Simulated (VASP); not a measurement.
# Si (a cell with a defect) in VASP: single point with LDA

Aim: the single point of Si (a cell with a defect) with LDA.

Everything below comes from runs of VASP 6.6.1. Logs are shortened: lines on timing, memory, paths and dates and some standing lists are left out, and cuts for length are marked.

## (1) The cell of the first run

The cell holds a defect, 63 atoms: a = 10.860 Å, b = 10.860 Å, c = 10.860 Å, α = 90.00°, β = 90.00°, γ = 90.00°.

## (2) Single point, LDA, collinear spin

The input, INCAR:

```
SYSTEM = Si
ALGO = Normal ; EDIFF = 1E-6
ENCUT = 520 ; GGA = CA
ISIF = 2 ; ISMEAR = 0
ISPIN = 2 ; LASPH = .TRUE.
LCHARG = .FALSE. ; LORBIT = 11
LREAL = Auto ; LWAVE = .FALSE.
MAGMOM = 0 0 0 0 0 0 0 0 0 0 0 0 0 0 0 0 0 0 0 0 0 0 0 0 0 0 0 0.1 0 0 0 0 0 0 0 0 0 0 0 0 0 0 0 0 0 0 0 0 0 0 0 0 0 0 0 0 0 0 0 0 0 0 0 ; NBANDS = 167
NELECT = 251.0 ; NELM = 150
PREC = Accurate ; SIGMA = 0.02
```

The input, KPOINTS:

```
k-points
0
G
  1 1 1
  0 0 0
```

The input, POSCAR:

```
Si
1.0
   10.8600000000      0.0000000000      0.0000000000
    0.0000000000     10.8600000000      0.0000000000
    0.0000000000      0.0000000000     10.8600000000
Si
63
Direct
    0.4978495396      0.0032780847      0.0022081031
    0.6163917127      0.1333771639      0.1281982505
    0.7466093923      0.2518021179      0.0020615101
    0.8752063536      0.3747306630      0.1252856354
    0.7482116943      0.0019426335      0.2488719153
    0.8751581952      0.1233254144      0.3767782689
   -0.0012787293     -0.0003965930     -0.0014562615
    0.1243672192      0.1250660221      0.1251990792
    0.2474715470      0.2649389503      0.0141697974
    0.3116994475      0.4378822284      0.1863324125
    0.4856516575      0.5022817680      0.0136119705
    0.6246039595      0.6253683241      0.1253716390
    0.7500031308      0.7511372007     -0.0015440147
    0.8778137201      0.8717218232      0.1261775322
    0.2502794659     -0.0001061694      0.2495302947
    0.3752141805      0.1240590239      0.3760070902
    0.4851417127      0.2648732044      0.2528984346
    0.6257996317      0.3747012891      0.3759988950
    0.7501386740      0.4996810313      0.2496138122
    0.8787195212      0.6225197053      0.3729796501
    0.5014683241     -0.0008488029      0.5008700737
    0.6238081952      0.1258548803      0.6274562615
    0.7505689687      0.2482857274      0.5007620626
    0.8771865562      0.3737738490      0.6244119705
    0.7498070902      0.0002119705      0.7494603131
    0.8718182320      0.1255352670      0.8767253223
   -0.0006964088      0.4997340700     -0.0013204420
    0.1411808471      0.6084425414      0.1214992634
    0.2500443831      0.7504459484     -0.0012909761
    0.3749788214      0.8744604972      0.1253487109
    0.0005933702      0.2490641805      0.2497229282
    0.1391372007      0.3723371087      0.3618016575
    0.3774712707      0.6102039595      0.3614210866
    0.5008302026      0.7494033149      0.2498723757
    0.6265109576      0.8748674954      0.3766431860
    0.0011346225     -0.0037604052      0.4982986188
    0.1232034070      0.1239174033      0.6241909761
    0.2510124309      0.2492095764      0.4995773481
    0.3753986188      0.3743812155      0.6258119705
    0.5006416206      0.4989232044      0.4997357274
    0.6257588398      0.6266218232      0.6242624309
    0.7534273481      0.7488234807      0.4982576427
    0.8754899632      0.8741638122      0.6254629834
    0.2498033149      0.0023372928      0.7509230203
    0.3719671271      0.1330153775      0.8837643646
    0.4986718232      0.2511721915      0.7538189687
    0.6171813996      0.3777806630      0.8833796501
    0.7479216390      0.5004317680      0.7507802947
    0.8744061694      0.6263032228      0.8742730203
    0.0097812155      0.7401441989      0.2468816759
    0.1274853591      0.8711272560      0.3728352670
    0.0078453039      0.4966712707      0.4920837017
    0.1265735727      0.6232918048      0.6214473297
    0.2532591160      0.7418312155      0.4918321363
    0.3756983425      0.8723405157      0.6244126151
   -0.0003935543      0.2474701657      0.7505628913
    0.1243652855      0.3754632597      0.8750243094
    0.2499281768      0.4999631676      0.7492217311
    0.3743090239      0.6253769797      0.8752218232
    0.5023990792      0.7503893186      0.7506730203
    0.6241699816      0.8782173112      0.8767106814
    0.0013849908      0.7486377532      0.7476645488
    0.1236842541      0.8755134438      0.8741675875
```

Potentials or basis: VASP PAW LDA potentials, release 64 (Si).

Command:

```sh
$ cat potpaw_LDA.64/Si/POTCAR > POTCAR
$ mpirun -np 1 vasp_gam > vasp.out
```

OUTCAR:

```text
SYSTEM = Si
   EDIFF = 1E-6
   ENCUT = 520
   GGA = CA
   ISIF = 2
   ISMEAR = 0
   ISPIN = 2
   LASPH = .TRUE.
   LORBIT = 11
   LREAL = Auto
   NELECT = 251.0
   NELM = 150
   PREC = Accurate

 ion  position               nearest neighbor table
   1  0.498  0.003  0.002-  45 2.35   2 2.35  30 2.35  61 2.36
   2  0.616  0.133  0.128-   1 2.35   3 2.35   5 2.41  17 2.43
   3  0.747  0.252  0.002-  47 2.35   4 2.35   2 2.35  26 2.36
   4  0.875  0.375  0.125-  19 2.35   3 2.35  31 2.35  27 2.36
   5  0.748  0.002  0.249-   6 2.36  35 2.36  14 2.40   2 2.41
   6  0.875  0.123  0.377-  23 2.34  36 2.35   5 2.36  31 2.37
   7  0.999  1.000  0.999-  63 2.34  26 2.35  14 2.36   8 2.37
   8  0.124  0.125  0.125-  31 2.33  15 2.35   9 2.36   7 2.37
   9  0.247  0.265  0.014-  57 2.35   8 2.36  45 2.43  10 2.74
  10  0.312  0.438  0.186-  28 2.71   9 2.74  11 2.75  17 2.76  33 2.76  32 2.77
  11  0.486  0.502  0.014-  59 2.35  12 2.35  47 2.42  10 2.75
  12  0.625  0.625  0.125-  34 2.33  11 2.35  19 2.35  13 2.37
  13  0.750  0.751  0.998-  49 2.34  61 2.35  14 2.36  12 2.37
  14  0.878  0.872  0.126-  13 2.36   7 2.36   5 2.40  50 2.41
  15  0.250  1.000  0.250-  30 2.35  51 2.35   8 2.35  16 2.35
  16  0.375  0.124  0.376-  38 2.34  15 2.35  17 2.36  21 2.36
[... 45 lines left out ...]
  62  0.001  0.749  0.748-  43 2.34  63 2.36  49 2.36  53 2.36
  63  0.124  0.876  0.874-   7 2.34  62 2.36  29 2.36  44 2.36

  LATTYP: Found a simple cubic cell.
 ALAT       =    10.8600000000

  Lattice vectors:

 A1 = (  10.8600000000,   0.0000000000,   0.0000000000)
 A2 = (   0.0000000000,  10.8600000000,   0.0000000000)
 A3 = (   0.0000000000,   0.0000000000,  10.8600000000)

Analysis of symmetry for initial positions (statically):
=====================================================================
 Subroutine PRICEL returns:
 Original cell was already a primitive cell.

 Routine SETGRP: Setting up the symmetry group for a
 simple cubic supercell.

 Subroutine GETGRP returns: Found  1 space group operations
 (whereof  1 operations were pure point group operations)
 out of a pool of 48 trial point group operations.

The static configuration has the point symmetry C_1 .

Analysis of symmetry for dynamics (positions and initial velocities):
=====================================================================
 Subroutine PRICEL returns:
 Original cell was already a primitive cell.

 Routine SETGRP: Setting up the symmetry group for a
 simple cubic supercell.

 Subroutine GETGRP returns: Found  1 space group operations
 (whereof  1 operations were pure point group operations)
 out of a pool of 48 trial point group operations.

The dynamic configuration has the point symmetry C_1 .

Analysis of structural, dynamic, and magnetic symmetry:
=====================================================================
 Subroutine PRICEL returns:
 Original cell was already a primitive cell.

 Routine SETGRP: Setting up the symmetry group for a
 simple cubic supercell.

 Subroutine GETGRP returns: Found  1 space group operations
 (whereof  1 operations were pure point group operations)
 out of a pool of 48 trial point group operations.

The overall configuration has the point symmetry C_1 .

 Subroutine INISYM returns: Found  1 space group operations
 (whereof  1 operations are pure point group operations),
 and found     1 'primitive' translations

----------------------------------------------------------------------------------------

                                     Primitive cell

  volume of cell :    1280.8241

  direct lattice vectors                    reciprocal lattice vectors
    10.860000000  0.000000000  0.000000000     0.092081031  0.000000000  0.000000000
     0.000000000 10.860000000  0.000000000     0.000000000  0.092081031  0.000000000
     0.000000000  0.000000000 10.860000000     0.000000000  0.000000000  0.092081031

[... 177 lines left out ...]
   LSORBIT =      F    spin-orbit coupling
   LASPH  =      T    aspherical Exc in radial PAW
   ENCUT  =  520.0 eV  38.22 Ry    6.18 a.u.  20.19 20.19 20.19*2*pi/ulx,y,z
   NELM   =    150;   NELMIN=  2; NELMDL= -5     # of ELM steps
   EDIFF  = 0.1E-05   stopping-criterion for ELM
   LREAL  =      T    real-space projection
   EDIFFG = 0.1E-04   stopping-criterion for IOM
   NSW    =      0    number of steps for IOM
   IBRION =     -1    ionic relax: 0-MD 1-quasi-New 2-CG
   NFREE  =      0    steps in history (QN), initial steepest desc. (CG)
   ISIF   =      2    stress and relaxation
   ISYM   =      2    0-nonsym 1-usesym 2-fastsym
   POTIM  = 0.5000    time-step for ionic-motion
   TEBEG  =    0.0;   TEEND  =   0.0 temperature during run
   PSTRESS=    0.0 pullay stress
   NELECT =     251.0000    total number of electrons
   NUPDOWN=      -1.0000    fix difference up-down
   EMIN   =  10.00;   EMAX   =-10.00  energy-range for DOS
   EFERMI =   0.00;   METHOD = LEGACY
   ISMEAR =     0;   SIGMA  =   0.02  broadening in eV -4-tet -1-fermi 0-gaus
   EFERMI_NEDOS =   21; number of points for ismear=-14 and -15
   IALGO  =     38    algorithm
   IMIX   =      4    mixing-type and parameters
     AMIX     =   0.40;   BMIX     =  1.00
     AMIX_MAG =   1.60;   BMIX_MAG =  1.00
  volume/ion in A,a.u.               =      20.33       137.20
  Fermi-wavevector in a.u.,A,eV,Ry     =   0.950903  1.796946 12.302614  0.904217
  Thomas-Fermi vector in A             =   2.079323
   LORBIT       =     11    0 simple, 1 ext, 2 COOP (PROOUT), +10 PAW based schemes
   GGA     = CA    functional components
   LHFCALC =     F    Hartree Fock is set to
   AEXX    =    0.0000 exact exchange contribution
   IVDW    =     0    specifies the selected vdW correction
   LEPSILON=     F    determine dielectric tensor
   LRPA    =     F    only Hartree local field effects (RPA)
 spin polarized calculation
 Gauss-broadening in eV      SIGMA  =   0.02
  energy-cutoff  :      520.00
  volume of cell :     1280.82
 maximum number of plane-waves:     17229
 NGX is ok and might be reduce to    84
   NGX = 41   NGY = 41   NGZ = 41

 number of electron     250.9999998 magnetization       0.9988669

 Free energy of the ion-electron system (eV)
  ---------------------------------------------------
  ext. energy  EPLUGINS =         0.00000000
  ---------------------------------------------------
  free energy    TOTEN  =      -371.00471458 eV

  energy without entropy =     -371.00104928  energy(sigma->0) =     -371.00288193

 E-fermi :   6.0448     XC(G=0):  -9.5369

 val. band max:        6.0234899485   @ k =   0.0000   0.0000   0.0000
 cond. band min:       6.0661242655   @ k =   0.0000   0.0000   0.0000
 fundamental gap:      0.0426343170
 Fermi energy:         6.0447613036

 spin component 1

 k-point     1 :       0.0000    0.0000    0.0000
  band No.  band energies     occupation
      1      -6.2237      1.00000
      2      -5.1878      1.00000
      3      -5.1803      1.00000
      4      -5.1501      1.00000
      5      -5.1501      1.00000
      6      -5.1073      1.00000
[... 129 lines left out ...]
    136       6.7178      0.00000
    137       6.7496      0.00000
 Fermi energy:         6.0447613036

 spin component 2

 k-point     1 :       0.0000    0.0000    0.0000
  band No.  band energies     occupation
      1      -6.2114      1.00000
      2      -5.1768      1.00000
      3      -5.1642      1.00000
      4      -5.1395      1.00000
      5      -5.1377      1.00000
      6      -5.0993      1.00000
[... 129 lines left out ...]
    136       6.7325      0.00000
    137       6.7613      0.00000
 [bands above 137 left out]

------------------------ aborting loop because EDIFF is reached ----------------------------------------

  FORCE on cell =-STRESS in cart. coord.  units (eV):
  Direction    XX          YY          ZZ          XY          YZ          ZX
  --------------------------------------------------------------------------------------
  -------------------------------------------------------------------------------------
  Total      -28.8198547    -29.0930867    -27.5845548      2.9204428     -5.0084154      5.4303811
  in kB      -36.0506329    -36.3924176    -34.5054016      3.6531694     -6.2650054      6.7928405
  external PRESSURE =     -35.6494840 kB  Pullay stress =       0.0000000 kB

 VOLUME and BASIS-vectors are now :
 -----------------------------------------------------------------------------
  energy-cutoff  :      520.00
  volume of cell :     1280.82
      direct lattice vectors                 reciprocal lattice vectors
    10.860000000  0.000000000  0.000000000     0.092081031  0.000000000  0.000000000
     0.000000000 10.860000000  0.000000000     0.000000000  0.092081031  0.000000000
     0.000000000  0.000000000 10.860000000     0.000000000  0.000000000  0.092081031

 POSITION                                       TOTAL-FORCE (eV/Angst)
 -----------------------------------------------------------------------------------
      5.40665      0.03560      0.02398        -0.000334     -0.000024      0.001925
      6.69401      1.44848      1.39223        -0.001523      0.001332      0.001479
      8.10818      2.73457      0.02239        -0.000306     -0.000213      0.000709
      9.50474      4.06958      1.36060        -0.001282      0.002711     -0.001825
      8.12558      0.02110      2.70275        -0.001472      0.000642     -0.004055
      9.50422      1.33931      4.09181         0.000375     -0.000623     -0.000164
[... 55 lines left out ...]
      0.01504      8.13021      8.11964         0.002156     -0.002775     -0.001311
      1.34321      9.50808      9.49346         0.000575      0.001227     -0.000294
 -----------------------------------------------------------------------------------
    total drift:                               -0.004157      0.008834      0.003203

  FREE ENERGIE OF THE ION-ELECTRON SYSTEM (eV)
  ---------------------------------------------------
  free  energy   TOTEN  =      -371.0047145794 eV

  energy  without entropy=     -371.0010492837  energy(sigma->0) =     -371.00288193

 total charge

# of ion       s       p       d       tot
------------------------------------------
    1        0.746   0.959   0.000   1.704
    2        0.750   0.924   0.000   1.674
    3        0.746   0.958   0.000   1.704
    4        0.744   0.962   0.000   1.706
    5        0.753   0.925   0.000   1.678
    6        0.749   0.950   0.000   1.699
[... 55 lines left out ...]
   62        0.747   0.955   0.000   1.702
   63        0.748   0.954   0.000   1.702
--------------------------------------------------
tot         47.313  59.099   0.000 106.412

 magnetization (x)

# of ion       s       p       d       tot
------------------------------------------
    1        0.000   0.003   0.000   0.003
    2       -0.000   0.003   0.000   0.003
    3        0.000   0.002   0.000   0.003
    4       -0.000  -0.000   0.000  -0.000
    5        0.000   0.004   0.000   0.004
    6        0.001   0.004   0.000   0.005
[... 55 lines left out ...]
   62        0.000   0.003   0.000   0.003
   63        0.000   0.008   0.000   0.009
--------------------------------------------------
tot          0.055   0.329   0.000   0.385
```

Wall time 14 min (1 thread of Intel Xeon Platinum 8259CL at 2.50GHz (Skylake/Cascade Lake), shared host); peak memory 0.88 GiB.

What came out:

```
Free energy                                           : -371.0047 eV
Largest force                                         : 0.010 eV/Å
Net moment                                            : 1.00 μB per cell
Site moments                                          : Si +0.00, -0.00, +0.01, +0.02, +0.05, +0.04 (each value once) μB
Valence electrons inside the program's atomic spheres : Si 1.70, 1.67, 1.71, 1.68, 1.64, 1.49 (each value once)
```

Forces on the atoms (eV/Å):
```
Si   0.000  0.000  0.002
Si  -0.002  0.001  0.001
Si   0.000  0.000  0.001
Si  -0.001  0.003 -0.002
Si  -0.001  0.001 -0.004
Si   0.000 -0.001  0.000
Si   0.001  0.000  0.002
Si   0.001 -0.002  0.000
Si   0.003  0.001  0.002
Si   0.006 -0.004  0.004
Si  -0.004 -0.003  0.002
Si   0.003  0.001  0.000
Si  -0.001 -0.002  0.002
Si  -0.001  0.002  0.002
Si   0.002  0.000 -0.004
Si   0.001 -0.004  0.002
Si  -0.007  0.006 -0.001
Si   0.003 -0.002  0.002
Si   0.001 -0.002 -0.004
Si  -0.003  0.001  0.000
Si  -0.005  0.001 -0.002
Si  -0.002  0.002  0.001
Si  -0.001  0.003 -0.002
Si   0.001 -0.002  0.000
Si  -0.001  0.000 -0.004
Si  -0.001  0.002  0.001
Si  -0.001  0.000  0.002
Si  -0.005  0.005  0.006
Si   0.000  0.002  0.002
Si   0.000  0.002  0.000
Si  -0.003 -0.002 -0.001
Si   0.004  0.005 -0.004
Si  -0.005 -0.003 -0.005
Si   0.003  0.003  0.000
Si   0.002  0.000  0.000
Si   0.003 -0.004 -0.003
Si  -0.001  0.002 -0.003
Si   0.001 -0.001  0.002
Si   0.002 -0.001  0.001
Si   0.000 -0.002  0.002
Si  -0.001  0.001 -0.003
Si   0.004 -0.004 -0.002
Si   0.001  0.000  0.002
Si   0.000 -0.002  0.001
Si   0.001  0.000  0.003
Si  -0.001  0.002  0.001
Si   0.001 -0.003  0.002
Si   0.001  0.000  0.001
Si  -0.001  0.000 -0.001
Si   0.002 -0.002 -0.008
Si  -0.001  0.002  0.001
Si  -0.002 -0.001  0.001
Si  -0.001  0.000  0.002
Si   0.001  0.002  0.001
Si   0.001  0.000  0.000
Si   0.000  0.000  0.003
Si   0.004  0.000  0.000
Si  -0.001  0.000 -0.003
Si   0.000 -0.001 -0.001
Si  -0.002 -0.002  0.003
Si  -0.002  0.000  0.000
Si   0.002 -0.003 -0.001
Si   0.001  0.001  0.000
```

Levels at points of the mesh, in eV from the Fermi level:
Spin up:
```csv
k point,band 123,band 124,band 125,band 126,band 127,band 128,band 129,band 130
"(0.00, 0.00, 0.00)",-0.90,-0.89,-0.63,-0.02,0.02,0.19,0.20,0.20
```
Spin down:
```csv
k point,band 122,band 123,band 124,band 125,band 126,band 127,band 128,band 129
"(0.00, 0.00, 0.00)",-1.27,-0.87,-0.86,-0.62,0.05,0.05,0.21,0.21
```

Caveat: the k points lie up to 0.58 Å⁻¹ apart; the cell carries a net charge on a neutralising background, which shifts energy and pressure; the cell is charged against a uniform background, so pressure and absolute levels hang on convention.
